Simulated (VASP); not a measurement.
Write the native input for VASP 6.6.1 that does the following.

| Item | Value |
| --- | --- |
| Task | single point |
| Functional | PBEsol |
| Potentials or basis | VASP PAW PBE potentials, release 64 (Ti_sv, B) |
| Cutoff | 520 eV |
| k mesh | 3 × 2 × 2 |
| Occupations | methfessel-paxton, width 0.1 eV |
| Spin | no spin polarisation |
| Dipole correction | no |
| Further INCAR settings | LREAL = Auto; ALGO = Normal; EDIFF = 1e-07; NBANDS = 132 |

The structure of TiB2 lies in POSCAR:

```
TiB2
1.0
    6.0635047162      0.0000000578      0.0000000000
   -4.5476286123      7.8767236369      0.0000000000
    0.0000000000      0.0000000000      6.4483601606
Ti B
12 24
Direct
    0.0000000000      0.0000000000      0.0000000000
    0.0000000000      0.0000000000      0.5000000000
    0.0000000000      0.3333333333      0.0000000000
    0.0000000000      0.3333333333      0.5000000000
    0.0000000000      0.6666666667      0.0000000000
    0.0000000000      0.6666666667      0.5000000000
    0.5000000000      0.0000000000      0.0000000000
    0.5000000000      0.0000000000      0.5000000000
    0.5000000000      0.3333333333      0.0000000000
    0.5000000000      0.3333333333      0.5000000000
    0.5000000000      0.6666666667      0.0000000000
    0.5000000000      0.6666666667      0.5000000000
    0.1666666666      0.2222222222      0.2500000000
    0.3333333334      0.1111111111      0.2500000000
    0.1666666666      0.2222222222      0.7500000000
    0.3333333334      0.1111111111      0.7500000000
    0.1666666666      0.5555555556      0.2500000000
    0.3333333334      0.4444444444      0.2500000000
    0.1666666666      0.5555555556      0.7500000000
    0.3333333334      0.4444444444      0.7500000000
    0.1666666666      0.8888888889      0.2500000000
    0.3333333334      0.7777777778      0.2500000000
    0.1666666666      0.8888888889      0.7500000000
    0.3333333334      0.7777777778      0.7500000000
    0.6666666666      0.2222222222      0.2500000000
    0.8333333333      0.1111111111      0.2500000000
    0.6666666666      0.2222222222      0.7500000000
    0.8333333333      0.1111111111      0.7500000000
    0.6666666666      0.5555555556      0.2500000000
    0.8333333333      0.4444444444      0.2500000000
    0.6666666666      0.5555555556      0.7500000000
    0.8333333333      0.4444444444      0.7500000000
    0.6666666666      0.8888888889      0.2500000000
    0.8333333333      0.7777777778      0.2500000000
    0.6666666666      0.8888888889      0.7500000000
    0.8333333333      0.7777777778      0.7500000000
```

One way to write it, as run:

INCAR

```
SYSTEM = TiB2
ALGO = Normal
EDIFF = 1E-7
ENCUT = 520
GGA = PS
ISIF = 2
ISMEAR = 1
LASPH = .True.
LCHARG = .False.
LREAL = Auto
LWAVE = .False.
NBANDS = 132
NELM = 100
PREC = Accurate
SIGMA = 0.1
```

KPOINTS

```
k-points
0
Gamma
  3 2 2
  0 0 0
```

Potentials or basis: VASP PAW PBE potentials, release 64 (Ti_sv, B).

Launch:

```sh
$ cat potpaw_PBE.64/Ti_sv/POTCAR potpaw_PBE.64/B/POTCAR > POTCAR
$ mpirun -np 1 vasp_std > vasp.out
```

It gave:

```yaml
Pressure: -4.8 GPa
Band_gap_on_the_k_mesh: zero (bands 108 and 109 overlap by 0.59 eV)
```

Caveat: the k points lie up to 0.49 Å⁻¹ apart, too coarse for converged energies and pressures of a metal; the PAW data sets were made with another functional, which shifts forces and pressure a little.

It took 7.6 min on 1 thread of Intel(R) Xeon(R) Platinum 8559C (Emerald Rapids) (shared host), peak memory 0.49 GiB.
